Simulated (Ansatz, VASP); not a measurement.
# Two plane-wave programs on Pd

```xyz
1
Lattice="-1.5755 1.5755 1.5755 1.5755 -1.5755 1.5755 1.5755 1.5755 -1.5755" Properties=species:S:1:pos:R:3 pbc="T T T"
Pd    0.0000    0.0000    0.0000
```

Alike in both runs: task single point; functional PBE; k mesh 8 × 8 × 8; occupations gaussian, width 0.05 eV; no spin polarisation.

|  | VASP | Ansatz |
| --- | --- | --- |
| version | VASP 6.6.1 | Ansatz 0.2.0 |
| potentials or method | VASP PAW PBE potentials, release 64 (Pd), cutoff 500 eV | scalar-relativistic, plane waves, PAW |
| valence electrons in the cell | 10 | 18 |

|  | VASP | Ansatz | Ansatz less VASP |
| --- | --- | --- | --- |
| gap on the k mesh at the Fermi level (eV) | none | none | - |
| pressure (GPa) | -2.0 | -1.8 | +0.21 |

A gap of «none» marks a metal or a gap that the smearing closes. With one functional, cell and mesh, what is left measures potentials, basis and numerics. VASP's potentials hold 10 valence electrons a cell and Ansatz's 18, so a difference there can come from the potentials and not from the codes.
